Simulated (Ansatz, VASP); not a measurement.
# Two plane-wave programs on NaI

```xyz
2
Lattice="0.0000 3.4056 3.4056 3.4056 0.0000 3.4056 3.4056 3.4056 0.0000" Properties=species:S:1:pos:R:3 pbc="T T T"
Na    0.0000    0.0000    0.0000
I     3.4056    3.4056    3.4056
```

Change from the starting cell: hydrostatic strain +5.5%.

Alike in both runs: task single point; functional PBE; k mesh 8 × 8 × 8; occupations fermi-dirac, width 0.02 eV; no spin polarisation.

|  | VASP | Ansatz |
| --- | --- | --- |
| version | VASP 6.6.1 | Ansatz 0.2.0 |
| potentials or method | VASP PAW PBE potentials, release 64 (Na_pv, I) | plane waves, PAW |
| plane-wave cutoff (eV) | 520 | 420 |
| valence electrons in the cell | 14 | 26 |

Ansatz gave:

| Property | Result |
| --- | --- |
| gap on the k mesh at the Fermi level (eV) | 3.29 |
| pressure (GPa) | -1.4 |

Q: Which values does VASP return?

A: gap on the k mesh at the Fermi level (eV): 3.28; pressure (GPa): -1.4.

VASP's potentials hold 14 valence electrons a cell and Ansatz's 26, so a difference there can come from the potentials and not from the codes.

Spin-orbit coupling is off throughout.
